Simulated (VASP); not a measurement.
# ZnO (Pm-3m) in VASP: a series of runs

The runs below take ZnO through single point, with r2SCAN0, r2SCANh, r2SCAN50, HF.

All numbers are computed with VASP 6.6.1; they aren't measurements. Logs are shortened: lines on timing, memory, paths and dates and some standing lists are left out, and cuts for length are marked.

### Step 1. The cell of the first run

The structure is cubic, space group Pm-3m (No. 221). Conventional cell: a = 2.688 Å, b = 2.688 Å, c = 2.688 Å, α = 90.00°, β = 90.00°, γ = 90.00°. Within 3.1 Å of Zn (site symmetry m-3m) lie 8 O at 2.33 Å and 6 Zn at 2.69 Å. Within 3.1 Å of O (site symmetry m-3m) lie 8 Zn at 2.33 Å and 6 O at 2.69 Å.

### Step 2. Single point, r2SCAN0

Contents of POSCAR:

```
ZnO
1.0
    2.6882100000      0.0000000000      0.0000000000
    0.0000000000      2.6882100000      0.0000000000
    0.0000000000      0.0000000000      2.6882100000
Zn O
1 1
Direct
    0.0000000000      0.0000000000      0.0000000000
    0.5000000000      0.5000000000      0.5000000000
```

Contents of INCAR.step1:

```
PREC = Accurate
ENCUT = 520
EDIFF = 1E-5
ISMEAR = -1
SIGMA = 0.05
LREAL = F
LASPH = T
NELM = 100
ALGO = Normal
ISIF = 2
LWAVE = T
LCHARG = F
GGA = PE
NBANDS = 16
```

Contents of INCAR.step2:

```
PREC = Accurate
ENCUT = 520
EDIFF = 1E-7
ISMEAR = -1
SIGMA = 0.05
LREAL = F
LASPH = T
NELM = 100
ALGO = Normal
ISIF = 2
LWAVE = F
LCHARG = F
METAGGA = R2SCAN
LHFCALC = T
AEXX = 0.25
LMIXTAU = T
PRECFOCK = Normal
ISTART = 1
NBANDS = 16
```

Contents of KPOINTS:

```
regular mesh
0
Gamma
  5 5 5
```

Potentials or basis: VASP PAW PBE potentials, release 64 (Zn, O).

Command:

```
> cat potpaw_PBE.64/Zn/POTCAR potpaw_PBE.64/O/POTCAR > POTCAR
> cp INCAR.step1 INCAR
> mpirun -np 1 vasp_std > vasp.out
> cp INCAR.step2 INCAR
> mpirun -np 1 vasp_std > vasp.out
```

OUTCAR:

```text
PREC = Accurate
   ENCUT = 520
   EDIFF = 1E-7
   ISMEAR = -1
   LREAL = F
   LASPH = T
   NELM = 100
   ISIF = 2
   METAGGA = R2SCAN
   LHFCALC = T
   AEXX = 0.25
   PRECFOCK = Normal
   ISTART = 1

 ion  position               nearest neighbor table
   1  0.000  0.000  0.000-   2 2.33   2 2.33   2 2.33   2 2.33   2 2.33   2 2.33   2 2.33   2 2.33

   2  0.500  0.500  0.500-   1 2.33   1 2.33   1 2.33   1 2.33   1 2.33   1 2.33   1 2.33   1 2.33

  LATTYP: Found a simple cubic cell.
 ALAT       =     2.6882100000

  Lattice vectors:

 A1 = (   2.6882100000,   0.0000000000,   0.0000000000)
 A2 = (   0.0000000000,   2.6882100000,   0.0000000000)
 A3 = (   0.0000000000,   0.0000000000,   2.6882100000)

Analysis of symmetry for initial positions (statically):
=====================================================================
 Subroutine PRICEL returns:
 Original cell was already a primitive cell.

 Routine SETGRP: Setting up the symmetry group for a
 simple cubic supercell.

 Subroutine GETGRP returns: Found 48 space group operations
 (whereof 48 operations were pure point group operations)
 out of a pool of 48 trial point group operations.

The static configuration has the point symmetry O_h .

Analysis of symmetry for dynamics (positions and initial velocities):
=====================================================================
 Subroutine PRICEL returns:
 Original cell was already a primitive cell.

 Routine SETGRP: Setting up the symmetry group for a
 simple cubic supercell.

 Subroutine GETGRP returns: Found 48 space group operations
 (whereof 48 operations were pure point group operations)
 out of a pool of 48 trial point group operations.

The dynamic configuration has the point symmetry O_h .

 Subroutine INISYM returns: Found 48 space group operations
 (whereof 48 operations are pure point group operations),
 and found     1 'primitive' translations

----------------------------------------------------------------------------------------

                                     Primitive cell

  volume of cell :      19.4263

  direct lattice vectors                    reciprocal lattice vectors
     2.688210000  0.000000000  0.000000000     0.371994747  0.000000000  0.000000000
     0.000000000  2.688210000  0.000000000     0.000000000  0.371994747  0.000000000
     0.000000000  0.000000000  2.688210000     0.000000000  0.000000000  0.371994747

  length of vectors
     2.688210000  2.688210000  2.688210000     0.371994747  0.371994747  0.371994747

  position of ions in fractional coordinates (direct lattice)
     0.000000000  0.000000000  0.000000000
     0.500000000  0.500000000  0.500000000

  ion indices of the primitive-cell ions
   primitive index   ion index
                 1           1
                 2           2

----------------------------------------------------------------------------------------

 KPOINTS: regular mesh

Automatic generation of k-mesh.
 Grid dimensions read from file:
 generate k-points for:    5    5    5

 Generating k-lattice:

  Cartesian coordinates                     Fractional coordinates (reciprocal lattice)
     0.074398949  0.000000000  0.000000000     0.200000000  0.000000000  0.000000000
     0.000000000  0.074398949  0.000000000     0.000000000  0.200000000  0.000000000
     0.000000000  0.000000000  0.074398949     0.000000000  0.000000000  0.200000000

  Length of vectors
     0.074398949  0.074398949  0.074398949

  Shift w.r.t. Gamma in fractional coordinates (k-lattice)
     0.000000000  0.000000000  0.000000000

 Subroutine IBZKPT returns following result:
 ===========================================

 Found     10 irreducible k-points:

 Following reciprocal coordinates:
            Coordinates               Weight
  0.000000  0.000000  0.000000      1.000000
  0.200000  0.000000  0.000000      6.000000
  0.400000  0.000000  0.000000      6.000000
  0.200000  0.200000  0.000000     12.000000
  0.400000  0.200000  0.000000     24.000000
  0.400000  0.400000  0.000000     12.000000
  0.200000  0.200000  0.200000      8.000000
  0.400000  0.200000  0.200000     24.000000
  0.400000  0.400000  0.200000     24.000000
  0.400000  0.400000  0.400000      8.000000
   k-points           NKPTS =     10   k-points in BZ     NKDIM =    125   number of bands    NBANDS=     16
   number of dos      NEDOS =    301   number of ions     NIONS =      2
   total plane-waves  NPLWV =   8000
   dimension x,y,z NGX =    20 NGY =   20 NGZ =   20
   dimension x,y,z NGXF=    40 NGYF=   40 NGZF=   40
   ions per type =               1   1
   NGX,Y,Z   is equivalent  to a cutoff of  12.37, 12.37, 12.37 a.u.
   NGXF,Y,Z  is equivalent  to a cutoff of  24.74, 24.74, 24.74 a.u.
 SYSTEM =  unknown system
   PREC   = accura    normal or accurate (medium, high low for compatibility)
   ISTART =      1    job   : 0-new  1-cont  2-samecut
   ICHARG =      0    charge: 1-file 2-atom 10-const
   ISPIN  =      1    spin polarized calculation?
   LNONCOLLINEAR =      F non collinear calculations
   LSORBIT =      F    spin-orbit coupling
   LASPH  =      T    aspherical Exc in radial PAW
   ENCUT  =  520.0 eV  38.22 Ry    6.18 a.u.   5.00  5.00  5.00*2*pi/ulx,y,z
   NELM   =    100;   NELMIN=  2; NELMDL=  0     # of ELM steps
   EDIFF  = 0.1E-06   stopping-criterion for ELM
   LREAL  =      F    real-space projection
   EDIFFG = 0.1E-05   stopping-criterion for IOM
   NSW    =      0    number of steps for IOM
   IBRION =     -1    ionic relax: 0-MD 1-quasi-New 2-CG
   NFREE  =      0    steps in history (QN), initial steepest desc. (CG)
   ISIF   =      2    stress and relaxation
   ISYM   =      3    0-nonsym 1-usesym 2-fastsym
   POTIM  = 0.5000    time-step for ionic-motion
   TEBEG  =    0.0;   TEEND  =   0.0 temperature during run
   PSTRESS=    0.0 pullay stress
   NELECT =      18.0000    total number of electrons
   NUPDOWN=      -1.0000    fix difference up-down
   EMIN   =  10.00;   EMAX   =-10.00  energy-range for DOS
   EFERMI =   0.00;   METHOD = LEGACY
   ISMEAR =    -1;   SIGMA  =   0.05  broadening in eV -4-tet -1-fermi 0-gaus
   EFERMI_NEDOS =   21; number of points for ismear=-14 and -15
   IALGO  =     38    algorithm
   IMIX   =      1    mixing-type and parameters
     AMIX     =   0.40;   BMIX     =  1.00
     AMIX_MAG =   1.60;   BMIX_MAG =  1.00
  volume/ion in A,a.u.               =       9.71        65.55
  Fermi-wavevector in a.u.,A,eV,Ry     =   1.596011  3.016023 34.657444  2.547250
  Thomas-Fermi vector in A             =   2.693840
   LORBIT       =      0    0 simple, 1 ext, 2 COOP (PROOUT), +10 PAW based schemes
   METAGGA = R2SCAN    functional components
   LHFCALC =     T    Hartree Fock is set to
   PRECFOCK=normal    Normal, Fast or Accurate (Low or Medium for compatibility)
   ENCUT4O =  -1.0   cutoff for four orbital integrals eV
   NKREDX  =     1    reduce k-point grid by
   NKREDY  =     1    reduce k-point grid by
   NKREDZ  =     1    reduce k-point grid by
   AEXX    =    0.2500 exact exchange contribution
   HFSCREEN=    0.0000 screening length (either q_TF or 0.3 A-1)
   HFSCREENC=   0.0000 screening length for correlation (either q_TF or 0.3 A-1)
   ENCUTFOCK=  -1.0 apply spherical cutoff to Coloumb kernel
   IVDW    =     0    specifies the selected vdW correction
   LEPSILON=     F    determine dielectric tensor
   LRPA    =     F    only Hartree local field effects (RPA)
 non-spin polarized calculation
  energy-cutoff  :      520.00
  volume of cell :       19.43
 maximum number of plane-waves:       526
 NGX is ok and might be reduce to    20
  NGX = 16; NGY = 16; NGZ = 16

 number of electron      18.0000023 magnetization

 Free energy of the ion-electron system (eV)
  ---------------------------------------------------
  ext. energy  EPLUGINS =         0.00000000
  ---------------------------------------------------
  free energy    TOTEN  =       -17.46429360 eV

  energy without entropy =      -17.46429359  energy(sigma->0) =      -17.46429359

 E-fermi :   2.3771     XC(G=0): -10.2440

 val. band max:        1.4066302201   @ k =   0.4000   0.4000   0.0000
 cond. band min:       3.1715479452   @ k =   0.0000   0.0000   0.0000
 fundamental gap:      1.7649177251
 Fermi energy:         2.3770806257

 k-point     1 :       0.0000    0.0000    0.0000
  band No.  band energies     occupation
      1     -19.2215      2.00000
      2      -6.5482      2.00000
      3      -6.5482      2.00000
      4      -5.5781      2.00000
      5      -5.5781      2.00000
      6      -5.5781      2.00000
[... 8 lines left out ...]
     15      22.8075      0.00000
     16      37.1706      0.00000

 k-point     2 :       0.2000    0.0000    0.0000
  band No.  band energies     occupation
      1     -18.8391      2.00000
      2      -6.5071      2.00000
      3      -6.4928      2.00000
      4      -5.7794      2.00000
      5      -5.7794      2.00000
      6      -5.5665      2.00000
[... 8 lines left out ...]
     15      25.6318      0.00000
     16      30.7310      0.00000

 k-point     3 :       0.4000    0.0000    0.0000
  band No.  band energies     occupation
      1     -18.1118      2.00000
      2      -7.1197      2.00000
      3      -6.4399      2.00000
      4      -6.0700      2.00000
      5      -6.0700      2.00000
      6      -5.5476      2.00000
[... 8 lines left out ...]
     15      25.5472      0.00000
     16      31.4665      0.00000

 k-point     4 :       0.2000    0.2000    0.0000
  band No.  band energies     occupation
      1     -18.4964      2.00000
      2      -6.4982      2.00000
      3      -6.2933      2.00000
      4      -5.9392      2.00000
      5      -5.7979      2.00000
      6      -5.6681      2.00000
[... 8 lines left out ...]
     15      28.1723      0.00000
     16      28.6698      0.00000

 k-point     5 :       0.4000    0.2000    0.0000
  band No.  band energies     occupation
      1     -17.8584      2.00000
      2      -6.7139      2.00000
      3      -6.2288      2.00000
      4      -6.0405      2.00000
      5      -5.9869      2.00000
      6      -5.6562      2.00000
[... 8 lines left out ...]
     15      28.1268      0.00000
     16      30.4219      0.00000

 k-point     6 :       0.4000    0.4000    0.0000
  band No.  band energies     occupation
      1     -17.4058      2.00000
      2      -6.3326      2.00000
      3      -5.9099      2.00000
      4      -5.8607      2.00000
      5      -5.8152      2.00000
      6      -5.5241      2.00000
[... 8 lines left out ...]
     15      28.2743      0.00000
     16      30.4083      0.00000

 k-point     7 :       0.2000    0.2000    0.2000
  band No.  band energies     occupation
      1     -18.1801      2.00000
      2      -6.2898      2.00000
      3      -6.2898      2.00000
      4      -5.8905      2.00000
      5      -5.8905      2.00000
      6      -5.8138      2.00000
[... 8 lines left out ...]
     15      25.4249      0.00000
     16      31.5305      0.00000

 k-point     8 :       0.4000    0.2000    0.2000
  band No.  band energies     occupation
      1     -17.5989      2.00000
      2      -6.4432      2.00000
      3      -6.4015      2.00000
      4      -6.0664      2.00000
      5      -5.7482      2.00000
      6      -5.7290      2.00000
[... 8 lines left out ...]
     15      26.2304      0.00000
     16      31.1329      0.00000

 k-point     9 :       0.4000    0.4000    0.2000
  band No.  band energies     occupation
      1     -17.1319      2.00000
      2      -6.5643      2.00000
      3      -6.4095      2.00000
      4      -5.9222      2.00000
      5      -5.8788      2.00000
      6      -5.4041      2.00000
[... 8 lines left out ...]
     15      26.5742      0.00000
     16      27.2877      0.00000

 k-point    10 :       0.4000    0.4000    0.4000
  band No.  band energies     occupation
      1     -16.6315      2.00000
      2      -6.9527      2.00000
      3      -6.9527      2.00000
      4      -6.6028      2.00000
      5      -5.3601      2.00000
      6      -5.3601      2.00000
[... 8 lines left out ...]
     15      25.9291      0.00000
     16      25.9291      0.00000

------------------------ aborting loop because EDIFF is reached ----------------------------------------

  FORCE on cell =-STRESS in cart. coord.  units (eV):
  Direction    XX          YY          ZZ          XY          YZ          ZX
  --------------------------------------------------------------------------------------
  -------------------------------------------------------------------------------------
  Total       -1.4378559     -1.4378559     -1.4378559      0.0000000     -0.0000000      0.0000000
  in kB     -118.5868060   -118.5868060   -118.5868060      0.0000000     -0.0000000      0.0000000
  external PRESSURE =    -118.5868060 kB  Pullay stress =       0.0000000 kB

 VOLUME and BASIS-vectors are now :
 -----------------------------------------------------------------------------
  energy-cutoff  :      520.00
  volume of cell :       19.43
      direct lattice vectors                 reciprocal lattice vectors
     2.688210000  0.000000000  0.000000000     0.371994747  0.000000000  0.000000000
     0.000000000  2.688210000  0.000000000     0.000000000  0.371994747  0.000000000
     0.000000000  0.000000000  2.688210000     0.000000000  0.000000000  0.371994747

 POSITION                                       TOTAL-FORCE (eV/Angst)
 -----------------------------------------------------------------------------------
      0.00000      0.00000      0.00000         0.000000      0.000000      0.000000
      1.34411      1.34411      1.34411         0.000000      0.000000      0.000000
 -----------------------------------------------------------------------------------
    total drift:                               -0.000000      0.000000      0.000000

  FREE ENERGIE OF THE ION-ELECTRON SYSTEM (eV)
  ---------------------------------------------------
  free  energy   TOTEN  =       -17.4642935963 eV

  energy  without entropy=      -17.4642935924  energy(sigma->0) =      -17.46429359
```

It took 8.3 min on 1 thread of Intel Xeon 6975P-C, shared host; peak memory 0.14 GiB.

Results:

| Property | Result |
| --- | --- |
| Free energy | -17.4643 eV |
| Pressure | -11.9 GPa |
| Band gap on the k mesh | 1.76 eV (least direct gap 2.89 eV) |

Caveat: the k points lie up to 0.47 Å⁻¹ apart; the PAW data sets were made with another functional, which shifts forces and pressure a little; an odd mesh through Γ misses points on the zone boundary, where band edges can lie.

### Step 3. Single point, r2SCANh

POSCAR is that of step 2.

Contents of INCAR.step1:

```
ALGO     = Normal         # electronic algorithm
EDIFF    = 1E-5           # SCF threshold, eV
ENCUT    = 520            # plane-wave cutoff, eV
GGA      = PE             # functional
ISIF     = 2              # what is computed and relaxed
ISMEAR   = -1             # smearing method
LASPH    = True           # aspherical terms in the spheres
LCHARG   = False          # write CHGCAR
LREAL    = False          # projectors in reciprocal space
LWAVE    = True           # write WAVECAR
NBANDS   = 16             # bands
NELM     = 60             # most SCF steps
PREC     = Accurate       # precision mode
SIGMA    = 0.05           # smearing width, eV
```

Contents of INCAR.step2:

```
AEXX     = 0.1            # exact-exchange fraction
ALGO     = Normal         # electronic algorithm
EDIFF    = 1E-7           # SCF threshold, eV
ENCUT    = 520            # plane-wave cutoff, eV
ISIF     = 2              # what is computed and relaxed
ISMEAR   = -1             # smearing method
ISTART   = 1            
LASPH    = True           # aspherical terms in the spheres
LCHARG   = False          # write CHGCAR
LHFCALC  = True           # exact exchange
LMIXTAU  = True         
LREAL    = False          # projectors in reciprocal space
LWAVE    = False          # write WAVECAR
METAGGA  = R2SCAN         # meta-GGA
NBANDS   = 16             # bands
NELM     = 60             # most SCF steps
PREC     = Accurate       # precision mode
PRECFOCK = Normal       
SIGMA    = 0.05           # smearing width, eV
```

Contents of KPOINTS:

```
k-points
0
Gamma
  5 5 5
```

Potentials or basis: VASP PAW PBE potentials, release 64 (Zn, O).

Command:

```
> cat potpaw_PBE.64/Zn/POTCAR potpaw_PBE.64/O/POTCAR > POTCAR
> cp INCAR.step1 INCAR
> mpirun -np 1 vasp_std > vasp.out
> cp INCAR.step2 INCAR
> mpirun -np 1 vasp_std > vasp.out
```

It took 8.1 min on 1 thread of Intel Xeon 6975P-C, shared host; peak memory 0.14 GiB.

Results (log left out):

```yaml
Free_energy: -16.9535 eV
Pressure: -9.3 GPa
Band_gap_on_the_k_mesh: 0.55 eV (least direct gap 1.65 eV)
```

Levels at points of the mesh, in eV from the valence-band top:
```csv
k point,band 5,band 6,band 7,band 8,band 9,band 10,band 11,band 12,band 13,band 14
"(0.00, 0.00, 0.00)",-6.07,-6.07,-1.10,-1.10,-1.10,0.55,15.89,15.89,19.71,19.71
```

Caveat: the k points lie up to 0.47 Å⁻¹ apart; the PAW data sets were made with another functional, which shifts forces and pressure a little; an odd mesh through Γ misses points on the zone boundary, where band edges can lie.

[end of part 1 of 2]
